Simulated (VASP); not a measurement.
# As (R-3m) in VASP: settings compared, part 3 of 3

VASP 6.6.1.

## 6. Single point, r2SCAN50

POSCAR

```
As
1.0
    1.8807968987      1.0858785957      3.5140619945
   -1.8807968987      1.0858785957      3.5140619945
    0.0000000000     -2.1717571915      3.5140619945
As
2
Direct
    0.2260000000      0.2260000000      0.2260000000
    0.7740000000      0.7740000000      0.7740000000
```

INCAR.step1

```
PREC = Accurate ; ENCUT = 520
EDIFF = 1E-5 ; ISMEAR = -1
SIGMA = 0.05 ; LREAL = False
LASPH = True ; NELM = 80
ALGO = Normal ; ISIF = 2
LWAVE = True ; LCHARG = False
GGA = PE ; NBANDS = 12
```

INCAR.step2

```
PREC = Accurate ; ENCUT = 520
EDIFF = 1E-7 ; ISMEAR = -1
SIGMA = 0.05 ; LREAL = False
LASPH = True ; NELM = 80
ALGO = Normal ; ISIF = 2
LWAVE = False ; LCHARG = False
METAGGA = R2SCAN ; LHFCALC = True
AEXX = 0.5 ; LMIXTAU = True
PRECFOCK = Normal ; ISTART = 1
NBANDS = 12
```

KPOINTS

```
regular mesh
0
Gamma
  5 5 5
```

Potentials or basis: VASP PAW PBE potentials, release 64 (As).

The run is started by

```
cat potpaw_PBE.64/As/POTCAR > POTCAR
cp INCAR.step1 INCAR
mpirun -np 1 vasp_std > vasp.out
cp INCAR.step2 INCAR
mpirun -np 1 vasp_std > vasp.out
```

OUTCAR:

```text
PREC = Accurate
   ENCUT = 520
   EDIFF = 1E-7
   ISMEAR = -1
   LREAL = False
   LASPH = True
   NELM = 80
   ISIF = 2
   METAGGA = R2SCAN
   LHFCALC = True
   AEXX = 0.5
   PRECFOCK = Normal
   ISTART = 1

 ion  position               nearest neighbor table
   1  0.226  0.226  0.226-   2 2.51   2 2.51   2 2.51
   2  0.774  0.774  0.774-   1 2.51   1 2.51   1 2.51

  LATTYP: Found a trigonal (rhomboedric) cell.
 ALAT       =     4.1310000000
 COS(alpha) =     0.5854247172

  Lattice vectors:

 A1 = (   1.8807968987,   1.0858785957,   3.5140619945)
 A2 = (  -1.8807968987,   1.0858785957,   3.5140619945)
 A3 = (   0.0000000000,  -2.1717571915,   3.5140619945)

Analysis of symmetry for initial positions (statically):
=====================================================================
 Subroutine PRICEL returns:
 Original cell was already a primitive cell.

 Routine SETGRP: Setting up the symmetry group for a
 trigonal (rhombohedral) supercell.

 Subroutine GETGRP returns: Found 12 space group operations
 (whereof 12 operations were pure point group operations)
 out of a pool of 12 trial point group operations.

The static configuration has the point symmetry D_3d.

Analysis of symmetry for dynamics (positions and initial velocities):
=====================================================================
 Subroutine PRICEL returns:
 Original cell was already a primitive cell.

 Routine SETGRP: Setting up the symmetry group for a
 trigonal (rhombohedral) supercell.

 Subroutine GETGRP returns: Found 12 space group operations
 (whereof 12 operations were pure point group operations)
 out of a pool of 12 trial point group operations.

The dynamic configuration has the point symmetry D_3d.

 Subroutine INISYM returns: Found 12 space group operations
 (whereof 12 operations are pure point group operations),
 and found     1 'primitive' translations

----------------------------------------------------------------------------------------

                                     Primitive cell

  volume of cell :      43.0610

  direct lattice vectors                    reciprocal lattice vectors
     1.880796899  1.085878596  3.514061995     0.265844760  0.153485544  0.094856987
    -1.880796899  1.085878596  3.514061995    -0.265844760  0.153485544  0.094856987
     0.000000000 -2.171757191  3.514061995     0.000000000 -0.306971087  0.094856987

  length of vectors
     4.131000000  4.131000000  4.131000000     0.321292852  0.321292852  0.321292852

  position of ions in fractional coordinates (direct lattice)
     0.226000000  0.226000000  0.226000000
     0.774000000  0.774000000  0.774000000

  ion indices of the primitive-cell ions
   primitive index   ion index
                 1           1
                 2           2

----------------------------------------------------------------------------------------

 KPOINTS: regular mesh

Automatic generation of k-mesh.
 Grid dimensions read from file:
 generate k-points for:    5    5    5
[... 42 lines left out ...]
   total plane-waves  NPLWV =  32768
   dimension x,y,z NGX =    32 NGY =   32 NGZ =   32
   dimension x,y,z NGXF=    64 NGYF=   64 NGZF=   64
   ions per type =               2
   NGX,Y,Z   is equivalent  to a cutoff of  12.88, 12.88, 12.88 a.u.
   NGXF,Y,Z  is equivalent  to a cutoff of  25.76, 25.76, 25.76 a.u.
 SYSTEM =  unknown system
   PREC   = accura    normal or accurate (medium, high low for compatibility)
   ISTART =      1    job   : 0-new  1-cont  2-samecut
   ICHARG =      0    charge: 1-file 2-atom 10-const
   ISPIN  =      1    spin polarized calculation?
   LNONCOLLINEAR =      F non collinear calculations
   LSORBIT =      F    spin-orbit coupling
   LASPH  =      T    aspherical Exc in radial PAW
   ENCUT  =  520.0 eV  38.22 Ry    6.18 a.u.   7.68  7.68  7.68*2*pi/ulx,y,z
   NELM   =     80;   NELMIN=  2; NELMDL=  0     # of ELM steps
   EDIFF  = 0.1E-06   stopping-criterion for ELM
   LREAL  =      F    real-space projection
   EDIFFG = 0.1E-05   stopping-criterion for IOM
   NSW    =      0    number of steps for IOM
   IBRION =     -1    ionic relax: 0-MD 1-quasi-New 2-CG
   NFREE  =      0    steps in history (QN), initial steepest desc. (CG)
   ISIF   =      2    stress and relaxation
   ISYM   =      3    0-nonsym 1-usesym 2-fastsym
   POTIM  = 0.5000    time-step for ionic-motion
   TEBEG  =    0.0;   TEEND  =   0.0 temperature during run
   PSTRESS=    0.0 pullay stress
   NELECT =      10.0000    total number of electrons
   NUPDOWN=      -1.0000    fix difference up-down
   EMIN   =  10.00;   EMAX   =-10.00  energy-range for DOS
   EFERMI =   0.00;   METHOD = LEGACY
   ISMEAR =    -1;   SIGMA  =   0.05  broadening in eV -4-tet -1-fermi 0-gaus
   EFERMI_NEDOS =   21; number of points for ismear=-14 and -15
   IALGO  =     38    algorithm
   IMIX   =      1    mixing-type and parameters
     AMIX     =   0.40;   BMIX     =  1.00
     AMIX_MAG =   1.60;   BMIX_MAG =  1.00
  volume/ion in A,a.u.               =      21.53       145.29
  Fermi-wavevector in a.u.,A,eV,Ry     =   1.006268  1.901570 13.776916  1.012575
  Thomas-Fermi vector in A             =   2.138999
   LORBIT       =      0    0 simple, 1 ext, 2 COOP (PROOUT), +10 PAW based schemes
   METAGGA = R2SCAN    functional components
   LHFCALC =     T    Hartree Fock is set to
   PRECFOCK=normal    Normal, Fast or Accurate (Low or Medium for compatibility)
   ENCUT4O =  -1.0   cutoff for four orbital integrals eV
   NKREDX  =     1    reduce k-point grid by
   NKREDY  =     1    reduce k-point grid by
   NKREDZ  =     1    reduce k-point grid by
   AEXX    =    0.5000 exact exchange contribution
   HFSCREEN=    0.0000 screening length (either q_TF or 0.3 A-1)
   HFSCREENC=   0.0000 screening length for correlation (either q_TF or 0.3 A-1)
   ENCUTFOCK=  -1.0 apply spherical cutoff to Coloumb kernel
   IVDW    =     0    specifies the selected vdW correction
   LEPSILON=     F    determine dielectric tensor
   LRPA    =     F    only Hartree local field effects (RPA)
 non-spin polarized calculation
  energy-cutoff  :      520.00
  volume of cell :       43.06
 maximum number of plane-waves:      1169
  NGX = 24; NGY = 24; NGZ = 24

 number of electron      10.0000000 magnetization

 Free energy of the ion-electron system (eV)
  ---------------------------------------------------
  ext. energy  EPLUGINS =         0.00000000
  ---------------------------------------------------
  free energy    TOTEN  =       -26.11762028 eV

  energy without entropy =      -26.11762027  energy(sigma->0) =      -26.11762028

 E-fermi :   5.5851     XC(G=0):  -5.8979

 val. band max:        4.7404596651   @ k =   0.4000   0.2000   0.2000
 cond. band min:       6.4295789479   @ k =   0.4000   0.0000   0.0000
 fundamental gap:      1.6891192828
 Fermi energy:         5.5850500207

 k-point     1 :       0.0000    0.0000    0.0000
  band No.  band energies     occupation
      1     -14.4537      2.00000
      2      -2.6271      2.00000
      3       1.0450      2.00000
      4       1.6271      2.00000
      5       1.6271      2.00000
      6       8.1979      0.00000
      7       9.8600      0.00000
      8       9.8600      0.00000
      9      14.1473      0.00000
     10      14.1473      0.00000
     11      14.8242      0.00000
     12      16.2178      0.00000
[... 256 lines left out ...]
 k-point    19 :      -0.4000    0.4000    0.4000
  band No.  band energies     occupation
      1     -12.3510      2.00000
      2      -7.9067      2.00000
      3      -1.8748      2.00000
      4       0.8358      2.00000
      5       3.1586      2.00000
      6       8.6350      0.00000
      7       8.7041      0.00000
      8      11.6511      0.00000
      9      14.6922      0.00000
     10      16.7692      0.00000
     11      16.8231      0.00000
     12      19.8233      0.00000

------------------------ aborting loop because EDIFF is reached ----------------------------------------

  FORCE on cell =-STRESS in cart. coord.  units (eV):
  Direction    XX          YY          ZZ          XY          YZ          ZX
  --------------------------------------------------------------------------------------
  -------------------------------------------------------------------------------------
  Total       -1.0130101     -1.0130101     -0.3566787      0.0000000      0.0000000      0.0000000
  in kB      -37.6912462    -37.6912462    -13.2710074      0.0000000      0.0000000      0.0000000
  external PRESSURE =     -29.5511666 kB  Pullay stress =       0.0000000 kB

 VOLUME and BASIS-vectors are now :
 -----------------------------------------------------------------------------
  energy-cutoff  :      520.00
  volume of cell :       43.06
      direct lattice vectors                 reciprocal lattice vectors
     1.880796899  1.085878596  3.514061995     0.265844760  0.153485544  0.094856987
    -1.880796899  1.085878596  3.514061995    -0.265844760  0.153485544  0.094856987
     0.000000000 -2.171757191  3.514061995     0.000000000 -0.306971087  0.094856987

 POSITION                                       TOTAL-FORCE (eV/Angst)
 -----------------------------------------------------------------------------------
      0.00000     -0.00000      2.38253         0.000000      0.000000     -0.469974
      0.00000     -0.00000      8.15965         0.000000     -0.000000      0.469974
 -----------------------------------------------------------------------------------
    total drift:                               -0.000000     -0.000000      0.000000

  FREE ENERGIE OF THE ION-ELECTRON SYSTEM (eV)
  ---------------------------------------------------
  free  energy   TOTEN  =       -26.1176202809 eV

  energy  without entropy=      -26.1176202730  energy(sigma->0) =      -26.11762028
```

It took 38 min on 1 thread of Intel Xeon 8259CL, shared host; peak memory 0.2 GiB.

What came out:

```
Free energy            : -26.1176 eV
Pressure               : -3.0 GPa
Largest force          : 0.470 eV/Å
Band gap on the k mesh : 1.69 eV (least direct gap 2.06 eV)
```

Forces in eV/Å, atoms in the order of the input:
```
As   0.000  0.000 -0.470
As   0.000  0.000  0.470
```

Levels at points of the mesh, in eV from the valence-band top:
```tsv
k point	band 1	band 2	band 3	band 4	band 5	band 6	band 7	band 8	band 9	band 10
(0.00, 0.00, 0.00)	-19.19	-7.37	-3.70	-3.11	-3.11	3.46	5.12	5.12	9.41	9.41
```

Caveat: the PAW data sets were made with another functional, which shifts forces and pressure a little. A k mesh can miss the band edges.

## 7. Overview

| level | potentials or basis | cell | k mesh | cutoff (eV) | grid for exact exchange (PRECFOCK) | share of exact exchange | gap on the mesh (eV) | pressure (GPa) | largest force (eV/Å) |
| --- | --- | --- | --- | --- | --- | --- | --- | --- | --- |
| PBEsol | VASP PAW PBE potentials, release 64 (As_d) | a = 4.131 Å, angles 54.2°, 2 atoms, atomic positions A | 7 × 7 × 7 | 510 | - | - | none | 0.4 | 0.34 |
| PBE | VASP PAW PBE potentials, release 64 (As_d) | a = 3.966 Å, angles 56.7°, 2 atoms, atomic positions B | 9 × 9 × 9 | 510 | - | - | - | 5.1 | 0.01 |
| PBE | VASP PAW PBE potentials, release 64 (As_d) | a = 3.697 Å, angles 59.0°, 2 atoms, atomic positions C | 9 × 9 × 9 | 510 | - | - | none | 20.2 | - |
| r2SCANh | VASP PAW PBE potentials, release 64 (As) | a = 4.131 Å, angles 54.2°, 2 atoms, atomic positions A | 5 × 5 × 5 | 520 | Normal | 0.1 | - | 0.7 | 0.08 |
| r2SCAN50 | VASP PAW PBE potentials, release 64 (As) | a = 4.131 Å, angles 54.2°, 2 atoms, atomic positions A | 5 × 5 × 5 | 520 | Normal | 0.5 | 1.69 | -3.0 | 0.47 |

Alike in all rows: task single point; no spin polarisation; smearing fermi-dirac 0.05 eV.

Caveats: the PAW data sets were made with another functional, which shifts forces and pressure a little (at least some runs); the cell stands under pressure (at least some runs).

Total energies depend on the potentials used, so only differences within one code and one set of settings carry meaning.

The gap in the log of VASP goes by the Fermi energy; the results here count the filled bands.